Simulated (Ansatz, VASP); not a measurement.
## One calculation of Zr2H6Pb, two programs

```xyz
9
Lattice="0.0000 3.9369 3.9369 3.9369 0.0000 3.9369 3.9369 3.9369 0.0000" Properties=species:S:1:pos:R:3 pbc="T T T"
Zr    5.9053    5.9053    5.9053
Zr    1.9684    1.9684    1.9684
H     0.0000    1.9684    1.9684
H     3.9369    1.9684    1.9684
H     1.9684    0.0000    1.9684
H     1.9684    3.9369    1.9684
H     1.9684    1.9684    0.0000
H     1.9684    1.9684    3.9369
Pb    0.0000    0.0000    0.0000
```

Change from the starting cell: ordered vacancies on the A sites of perovskite (Fm-3m, No. 225).

Alike in both runs: functional PBE; k mesh 4 × 4 × 4; occupations gaussian, width 0.1 eV; no spin polarisation.

Ansatz relaxed the structure, and its values are those at the end. VASP's run is a single point on that final structure, the one shown.

|  | VASP | Ansatz |
| --- | --- | --- |
| version | VASP 6.6.1 | Ansatz 0.2.0 |
| potentials or method | VASP PAW PBE potentials, release 64 (Zr_sv, H, Pb_d), cutoff 520 eV | scalar-relativistic, plane waves, PAW |
| valence electrons in the cell | 44 | 44 |

|  | VASP | Ansatz | Ansatz less VASP |
| --- | --- | --- | --- |
| gap on the k mesh at the Fermi level (eV) | none | none | - |
| pressure (GPa) | -0.1 | 0.0 | +0.08 |

A gap of «none» marks a metal or a gap that the smearing closes.

Neither program's run includes spin-orbit coupling.
